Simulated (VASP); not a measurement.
Write the native input for VASP 6.6.1 that does the following.

- Task: single point
- Functional: PBE
- Potentials or basis: VASP PAW PBE potentials, release 64 (In_d)
- Cutoff: 520 eV
- k mesh: 20 × 20 × 20
- Occupations: gaussian, width 0.15 eV
- Spin: no spin polarisation
- Dipole correction: no
- Further INCAR settings: ALGO = Fast; EDIFF = 1e-06; NBANDS = 12

The structure of In lies in POSCAR:

```
In
1.0
   -1.6911960000      1.6911960000      2.4739500000
    1.6911960000     -1.6911960000      2.4739500000
    1.6911960000      1.6911960000     -2.4739500000
In
1
Direct
    0.0000000000      0.0000000000      0.0000000000
```

This cell differs from its parent crystal: strain +0.040 along x and y, +0.000 along z.

The input as run:

INCAR

```
SYSTEM = In
PREC     = Accurate       ! precision mode
ENCUT    = 520            ! plane-wave cutoff, eV
EDIFF    = 1E-6           ! SCF threshold, eV
ISMEAR   = 0              ! smearing method
SIGMA    = 0.15           ! smearing width, eV
LREAL    = .FALSE.        ! projectors in reciprocal space
LASPH    = .TRUE.         ! aspherical terms in the spheres
NELM     = 80             ! most SCF steps
ALGO     = Fast           ! electronic algorithm
ISIF     = 2              ! what is computed and relaxed
LWAVE    = .FALSE.        ! write WAVECAR
LCHARG   = .FALSE.        ! write CHGCAR
GGA      = PE             ! functional
NBANDS   = 12             ! bands
```

KPOINTS

```
Automatic mesh
0
G
  20 20 20
  0 0 0
```

Potentials or basis: VASP PAW PBE potentials, release 64 (In_d).

Launch:

```console
$ cat potpaw_PBE.64/In_d/POTCAR > POTCAR
$ mpirun -np 1 vasp_std > vasp.out
```

Results of the run:

```yaml
Pressure: -1.0 GPa
Band_gap_on_the_k_mesh: zero (an odd number of electrons rules out a gap without spin polarisation)
```

Caveat: the cell differs from its parent crystal (strain +0.040 along x and y, +0.000 along z); spin-orbit coupling is left out, which moves the levels of the heavy elements.

It took 110 s on 1 thread of Intel(R) Xeon(R) 6975P-C (Granite Rapids) (shared host), peak memory 0.32 GiB.
